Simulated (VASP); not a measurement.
# HfGe3W2: relaxation of cell and atoms with PBE

HfGe3W2:

```
CELL_PARAMETERS angstrom
3.78852 0.00000 0.00000
0.00000 3.78852 0.00000
0.00000 0.00000 8.85259
ATOMIC_POSITIONS crystal
Hf 0.00000 0.00000 0.50000
Ge 0.50000 0.50000 0.75114
Ge 0.50000 0.50000 0.24886
Ge 0.50000 0.50000 0.00000
W 0.00000 0.00000 0.00000
W 0.50000 0.50000 0.50000
```

The cell was generated, and may not be a known phase.

```
Program                : VASP 6.6.1
Task                   : relaxation of cell and atoms
Functional             : PBE
Potentials or basis    : VASP PAW PBE potentials, release 64 (Hf_pv, Ge_d, W_sv)
Cutoff                 : 600 eV
k mesh                 : 4 × 4 × 2
Occupations            : gaussian, width 0.1 eV
Spin                   : no spin polarisation
Dipole correction      : no
Further INCAR settings : ALGO = Normal; EDIFF = 1e-07; IBRION = 2; EDIFFG = -0.04; NSW = 90; ISIF = 3
```

```yaml
Relaxed_volume: 22.63 Å³/atom
Relaxed_cell: a = 3.690 Å, b = 3.690 Å, c = 9.971 Å, α = 90.00°, β = 90.00°, γ = 90.00°
Space_group_after_relaxing_to_0.1_Å: P4/mmm (No. 123)
Energy_gained_by_relaxing: 244.8 meV/atom
Ionic_steps: 9
Pressure_after_relaxing: 0.0 GPa
Largest_force_after_relaxing: 0.010 eV/Å
Band_gap_on_the_k_mesh: zero (bands 40 and 41 overlap by 0.93 eV)
```

Forces on the atoms (eV/Å):
```
Hf   0.000  0.000  0.000
Ge   0.000  0.000  0.010
Ge   0.000  0.000 -0.010
Ge   0.000  0.000  0.000
W    0.000  0.000  0.000
W    0.000  0.000  0.000
```

Stress tensor (GPa, compression positive):
```
 0.05  0.00  0.00
 0.00  0.05  0.00
 0.00  0.00 -0.04
```

Step by step:
```tsv
step	energy change (eV)	largest force (eV/Å)	pressure (GPa)	volume (Å³)
1	0.0000	1.3928	8.55	127.06
2	-0.6024	1.2937	-5.30	146.31
3	-1.2746	1.4092	-2.17	136.98
4	-1.2760	1.4029	-2.01	136.73
5	-1.2762	1.3967	-1.88	136.55
6	-1.4143	0.6832	1.48	132.66
7	-1.4149	0.6181	1.84	132.32
8	-1.4679	0.0638	0.22	135.37
9	-1.4685	0.0099	0.02	135.76
```

Final structure:
```
CELL_PARAMETERS angstrom
3.68993 0.00000 0.00000
0.00000 3.68993 0.00000
0.00000 0.00000 9.97105
ATOMIC_POSITIONS crystal
Hf 0.00000 0.00000 0.50000
Ge 0.50000 0.50000 0.74350
Ge 0.50000 0.50000 0.25650
Ge 0.50000 0.50000 0.00000
W 0.00000 0.00000 0.00000
W 0.50000 0.50000 0.50000
```

Levels at points of the mesh, in eV from the Fermi level:
| k point | band 37 | band 38 | band 39 | band 40 | band 41 | band 42 | band 43 | band 44 |
| --- | --- | --- | --- | --- | --- | --- | --- | --- |
| (0.00, 0.00, 0.00) | -1.45 | -0.36 | -0.06 | -0.06 | 0.22 | 0.22 | 0.65 | 1.91 |
| (0.50, 0.00, 0.00) | -0.72 | -0.26 | 0.14 | 0.24 | 0.39 | 0.47 | 0.71 | 0.89 |
| (0.50, 0.50, 0.00) | -1.58 | -1.53 | -0.83 | -0.69 | -0.69 | -0.55 | 0.87 | 1.16 |
| (0.00, 0.00, 0.50) | -1.16 | -0.36 | -0.23 | -0.23 | 0.49 | 0.49 | 1.17 | 1.68 |
| (0.50, 0.00, 0.50) | -0.60 | -0.23 | -0.08 | 0.24 | 0.33 | 0.47 | 0.76 | 1.23 |
| (0.50, 0.50, 0.50) | -2.41 | -2.12 | -0.45 | -0.11 | -0.11 | 0.86 | 0.90 | 1.13 |

Wall time 21 min on 1 thread of Intel Xeon 8259CL, with other jobs on the host, peak memory 0.31 GiB.

Caveat: the k points lie up to 0.43 Å⁻¹ apart in the final cell, too coarse for converged energies and pressures of a metal; spin-orbit coupling is left out, which moves the levels of the heavy elements.
